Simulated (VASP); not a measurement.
# Cu (Fm-3m) in VASP: notebook

Runs on Cu. Level: PBE. Tasks: single point, relaxation of cell and atoms.

Everything below comes from runs of VASP 6.6.1. Logs are shortened: lines on timing, memory, paths and dates and some standing lists are left out, and cuts for length are marked.

### Step 1. The cell of the first run

Symmetry: Fm-3m, No. 225, cubic system. Conventional cell: a = 3.629 Å, b = 3.629 Å, c = 3.629 Å, α = 90.00°, β = 90.00°, γ = 90.00°. Within 3.4 Å of Cu (site symmetry m-3m) lie 12 Cu at 2.57 Å.

### Step 2. Single point, PBE

INCAR

```
SYSTEM = Cu
ALGO = Fast ; EDIFF = 1E-7
ENCUT = 520 ; GGA = PE
ISIF = 2 ; ISMEAR = 0
LASPH = .True. ; LCHARG = .True.
LELF = .True. ; LREAL = .False.
LVHAR = .True. ; LWAVE = .False.
NBANDS = 12 ; NELM = 80
PREC = Accurate ; SIGMA = 0.1
```

KPOINTS

```
k-points
0
Gamma
  20 20 20
  0 0 0
```

POSCAR

```
Cu
1.0
    0.0000000000      1.8144083128      1.8144083128
    1.8144083128      0.0000000000      1.8144083128
    1.8144083128      1.8144083128      0.0000000000
Cu
1
Direct
    0.0000000000      0.0000000000      0.0000000000
```

Potentials or basis: VASP PAW PBE potentials, release 64 (Cu).

Started as:

```sh
$ cat potpaw_PBE.64/Cu/POTCAR > POTCAR
$ mpirun -np 1 vasp_std > vasp.out
```

OUTCAR:

```text
SYSTEM = Cu
   EDIFF = 1E-7
   ENCUT = 520
   GGA = PE
   ISIF = 2
   ISMEAR = 0
   LASPH = .True.
   LREAL = .False.
   NELM = 80
   PREC = Accurate

 ion  position               nearest neighbor table
   1  0.000  0.000  0.000-

  LATTYP: Found a face centered cubic cell.
 ALAT       =     3.6288166256

  Lattice vectors:

 A1 = (   0.0000000000,   1.8144083128,   1.8144083128)
 A2 = (   1.8144083128,   0.0000000000,   1.8144083128)
 A3 = (   1.8144083128,   1.8144083128,   0.0000000000)

Analysis of symmetry for initial positions (statically):
=====================================================================
 Subroutine PRICEL returns:
 Original cell was already a primitive cell.

 Routine SETGRP: Setting up the symmetry group for a
 face centered cubic supercell.

 Subroutine GETGRP returns: Found 48 space group operations
[... 9 lines left out ...]

 Routine SETGRP: Setting up the symmetry group for a
 face centered cubic supercell.

 Subroutine GETGRP returns: Found 48 space group operations
[... 11 lines left out ...]
                                     Primitive cell

  volume of cell :      11.9463

  direct lattice vectors                    reciprocal lattice vectors
     0.000000000  1.814408313  1.814408313    -0.275571930  0.275571930  0.275571930
     1.814408313  0.000000000  1.814408313     0.275571930 -0.275571930  0.275571930
     1.814408313  1.814408313  0.000000000     0.275571930  0.275571930 -0.275571930

  length of vectors
     2.565960844  2.565960844  2.565960844     0.477304583  0.477304583  0.477304583

  position of ions in fractional coordinates (direct lattice)
     0.000000000  0.000000000  0.000000000

  ion indices of the primitive-cell ions
   primitive index   ion index
                 1           1

----------------------------------------------------------------------------------------

 KPOINTS: k-points

Automatic generation of k-mesh.
 Grid dimensions read from file:
 generate k-points for:   20   20   20

 Generating k-lattice:

  Cartesian coordinates                     Fractional coordinates (reciprocal lattice)
    -0.013778596  0.013778596  0.013778596     0.050000000  0.000000000  0.000000000
     0.013778596 -0.013778596  0.013778596     0.000000000  0.050000000  0.000000000
     0.013778596  0.013778596 -0.013778596     0.000000000  0.000000000  0.050000000

  Length of vectors
     0.023865229  0.023865229  0.023865229

  Shift w.r.t. Gamma in fractional coordinates (k-lattice)
     0.000000000  0.000000000  0.000000000

 Subroutine IBZKPT returns following result:
 ===========================================

 Found    256 irreducible k-points:

 Following reciprocal coordinates:
            Coordinates               Weight
  0.000000  0.000000  0.000000      1.000000
  0.050000  0.000000  0.000000      8.000000
  0.100000  0.000000  0.000000      8.000000
  0.150000  0.000000  0.000000      8.000000
  0.200000  0.000000  0.000000      8.000000
  0.250000  0.000000  0.000000      8.000000
[... 16 lines left out ...]
 -0.400000  0.050000  0.000000     24.000000
 -0.350000  0.050000  0.000000     24.000000
 [... further k-points ...]
   k-points           NKPTS =    256   k-points in BZ     NKDIM =    256   number of bands    NBANDS=     12
   number of dos      NEDOS =    301   number of ions     NIONS =      1
   total plane-waves  NPLWV =   8000
   dimension x,y,z NGX =    20 NGY =   20 NGZ =   20
   dimension x,y,z NGXF=    40 NGYF=   40 NGZF=   40
   ions per type =               1
   NGX,Y,Z   is equivalent  to a cutoff of  12.96, 12.96, 12.96 a.u.
   NGXF,Y,Z  is equivalent  to a cutoff of  25.92, 25.92, 25.92 a.u.
 SYSTEM =  Cu
   PREC   = accura    normal or accurate (medium, high low for compatibility)
   ISTART =      0    job   : 0-new  1-cont  2-samecut
   ICHARG =      2    charge: 1-file 2-atom 10-const
   ISPIN  =      1    spin polarized calculation?
   LNONCOLLINEAR =      F non collinear calculations
   LSORBIT =      F    spin-orbit coupling
   LASPH  =      T    aspherical Exc in radial PAW
   ENCUT  =  520.0 eV  38.22 Ry    6.18 a.u.   4.77  4.77  4.77*2*pi/ulx,y,z
   NELM   =     80;   NELMIN=  2; NELMDL= -5     # of ELM steps
   EDIFF  = 0.1E-06   stopping-criterion for ELM
   LREAL  =      F    real-space projection
   EDIFFG = 0.1E-05   stopping-criterion for IOM
   NSW    =      0    number of steps for IOM
   IBRION =     -1    ionic relax: 0-MD 1-quasi-New 2-CG
   NFREE  =      0    steps in history (QN), initial steepest desc. (CG)
   ISIF   =      2    stress and relaxation
   ISYM   =      2    0-nonsym 1-usesym 2-fastsym
   POTIM  = 0.5000    time-step for ionic-motion
   TEBEG  =    0.0;   TEEND  =   0.0 temperature during run
   PSTRESS=    0.0 pullay stress
   NELECT =      11.0000    total number of electrons
   NUPDOWN=      -1.0000    fix difference up-down
   EMIN   =  10.00;   EMAX   =-10.00  energy-range for DOS
   EFERMI =   0.00;   METHOD = LEGACY
   ISMEAR =     0;   SIGMA  =   0.10  broadening in eV -4-tet -1-fermi 0-gaus
   EFERMI_NEDOS =   21; number of points for ismear=-14 and -15
   IALGO  =     68    algorithm
   IMIX   =      4    mixing-type and parameters
     AMIX     =   0.40;   BMIX     =  1.00
     AMIX_MAG =   1.60;   BMIX_MAG =  1.00
  volume/ion in A,a.u.               =      11.95        80.62
  Fermi-wavevector in a.u.,A,eV,Ry     =   1.592676  3.009721 34.512756  2.536616
  Thomas-Fermi vector in A             =   2.691024
   LORBIT       =      0    0 simple, 1 ext, 2 COOP (PROOUT), +10 PAW based schemes
   GGA     = PE    functional components
   LHFCALC =     F    Hartree Fock is set to
   AEXX    =    0.0000 exact exchange contribution
   IVDW    =     0    specifies the selected vdW correction
   LEPSILON=     F    determine dielectric tensor
   LRPA    =     F    only Hartree local field effects (RPA)
 non-spin polarized calculation
 RMM-DIIS sequential band-by-band and
 Gauss-broadening in eV      SIGMA  =   0.10
  energy-cutoff  :      520.00
  volume of cell :       11.95
 maximum number of plane-waves:       332
   NGX =  9   NGY =  9   NGZ =  9

 number of electron      10.9999998 magnetization

 Free energy of the ion-electron system (eV)
  ---------------------------------------------------
  ext. energy  EPLUGINS =         0.00000000
  ---------------------------------------------------
  free energy    TOTEN  =        -3.72935925 eV

  energy without entropy =       -3.72802693  energy(sigma->0) =       -3.72869309

 E-fermi :   7.4181     XC(G=0): -12.6593

 val. band max:        7.3996096632   @ k =   0.5000   0.2500   0.1000
 cond. band min:       7.4654343574   @ k =   0.5000   0.3500   0.1500
 fundamental gap:      0.0658246943
 Fermi energy:         7.4181084689

 k-point     1 :       0.0000    0.0000    0.0000
  band No.  band energies     occupation
      1      -1.8198      2.00000
      2       4.4541      2.00000
      3       4.4541      2.00000
      4       4.4541      2.00000
      5       5.2616      2.00000
      6       5.2616      2.00000
      7      29.9469      0.00000
      8      32.5026      0.00000
      9      32.5026      0.00000
     10      32.5026      0.00000
     11      34.9860      0.00000
     12      34.9860      0.00000

 k-point     2 :       0.0500    0.0000    0.0000
  band No.  band energies     occupation
      1      -1.7294      2.00000
      2       4.4350      2.00000
      3       4.4712      2.00000
      4       4.4712      2.00000
      5       5.2548      2.00000
      6       5.2548      2.00000
      7      29.4404      0.00000
      8      31.2900      0.00000
      9      32.1972      0.00000
     10      32.1972      0.00000
     11      35.4213      0.00000
     12      35.4214      0.00000

 k-point     3 :       0.1000    0.0000    0.0000
  band No.  band energies     occupation
      1      -1.4604      2.00000
      2       4.3820      2.00000
      3       4.5171      2.00000
      4       4.5171      2.00000
      5       5.2394      2.00000
      6       5.2394      2.00000
      7      27.3960      0.00000
      8      30.6652      0.00000
      9      31.6061      0.00000
     10      31.6061      0.00000
     11      36.3723      0.00000
     12      36.5222      0.00000

 k-point     4 :       0.1500    0.0000    0.0000
  band No.  band energies     occupation
      1      -1.0209      2.00000
      2       4.3084      2.00000
      3       4.5738      2.00000
      4       4.5738      2.00000
      5       5.2324      2.00000
      6       5.2324      2.00000
      7      24.8342      0.00000
      8      30.4370      0.00000
      9      31.0151      0.00000
     10      31.0151      0.00000
     11      36.8538      0.00000
     12      37.3000      0.00000

 k-point     5 :       0.2000    0.0000    0.0000
  band No.  band energies     occupation
      1      -0.4274      2.00000
      2       4.2373      2.00000
      3       4.6114      2.00000
      4       4.6114      2.00000
      5       5.2609      2.00000
      6       5.2609      2.00000
      7      22.2692      0.00000
      8      30.1683      0.00000
      9      30.5033      0.00000
     10      30.5033      0.00000
     11      36.8196      0.00000
     12      36.9194      0.00000
[... 228 lines left out ...]
      1       2.4768      2.00000
      2       4.3912      2.00000
      3       4.4518      2.00000
      4       5.4865      2.00000
      5       5.8220      2.00000
      6       6.8243      2.00000
      7      11.2482      0.00000
      8      27.6730      0.00000
      9      28.5930      0.00000
     10      28.8134      0.00000
     11      33.1993      0.00000
     12      33.4251      0.00000

 k-point    22 :      -0.4500    0.0500    0.0000
  band No.  band energies     occupation
      1       2.4601      2.00000
      2       4.3990      2.00000
      3       4.4523      2.00000
      4       5.4697      2.00000
      5       5.7858      2.00000
      6       6.6976      2.00000
      7      11.4837      0.00000
      8      27.3739      0.00000
      9      28.8508      0.00000
     10      29.0783      0.00000
     11      32.8297      0.00000
     12      33.6671      0.00000

 k-point    23 :      -0.4000    0.0500    0.0000
  band No.  band energies     occupation
      1       2.3201      2.00000
      2       4.4305      2.00000
      3       4.4759      2.00000
      4       5.1742      2.00000
      5       5.6985      2.00000
      6       6.1654      2.00000
      7      12.8168      0.00000
      8      27.1728      0.00000
      9      29.0982      0.00000
     10      29.7087      0.00000
     11      32.6601      0.00000
     12      34.0304      0.00000

 k-point    24 :      -0.3500    0.0500    0.0000
  band No.  band energies     occupation
      1       1.9708      2.00000
      2       4.4801      2.00000
      3       4.5192      2.00000
      4       4.6550      2.00000
      5       5.5719      2.00000
      6       5.8508      2.00000
      7      14.6585      0.00000
      8      27.1065      0.00000
      9      29.5029      0.00000
     10      30.4171      0.00000
     11      32.7467      0.00000
     12      34.4691      0.00000

 [... further k-points ...]

------------------------ aborting loop because EDIFF is reached ----------------------------------------

  FORCE on cell =-STRESS in cart. coord.  units (eV):
  Direction    XX          YY          ZZ          XY          YZ          ZX
  --------------------------------------------------------------------------------------
  -------------------------------------------------------------------------------------
  Total        0.0436260      0.0436260      0.0436260     -0.0000000      0.0000000      0.0000000
  in kB        5.8508753      5.8508753      5.8508753     -0.0000000      0.0000000      0.0000000
  external PRESSURE =       5.8508753 kB  Pullay stress =       0.0000000 kB

 VOLUME and BASIS-vectors are now :
 -----------------------------------------------------------------------------
  energy-cutoff  :      520.00
  volume of cell :       11.95
      direct lattice vectors                 reciprocal lattice vectors
     0.000000000  1.814408313  1.814408313    -0.275571930  0.275571930  0.275571930
     1.814408313  0.000000000  1.814408313     0.275571930 -0.275571930  0.275571930
     1.814408313  1.814408313  0.000000000     0.275571930  0.275571930 -0.275571930

 POSITION                                       TOTAL-FORCE (eV/Angst)
 -----------------------------------------------------------------------------------
      0.00000      0.00000      0.00000         0.000000     -0.000000     -0.000000
 -----------------------------------------------------------------------------------
    total drift:                               -0.000000     -0.000000     -0.000000

  FREE ENERGIE OF THE ION-ELECTRON SYSTEM (eV)
  ---------------------------------------------------
  free  energy   TOTEN  =        -3.7293592509 eV

  energy  without entropy=       -3.7280269315  energy(sigma->0) =       -3.72869309
```

It took 38 s on 1 thread of AMD EPYC 7R13 (Zen 3), shared host; peak memory 0.12 GiB.

Results:

```yaml
Free_energy: -3.7294 eV
Pressure: 0.6 GPa
```

Levels at points of the mesh, in eV from the Fermi level:
```tsv
k point	band 4	band 5	band 6	band 7	band 8	band 9
(0.00, 0.00, 0.00)	-2.96	-2.16	-2.16	22.53	25.08	25.08
(0.50, 0.00, 0.00)	-1.60	-1.60	-0.94	3.73	21.03	21.92
(0.50, 0.50, 0.00)	-1.46	-1.46	1.53	7.06	13.02	13.02
```

[end of part 1 of 2]
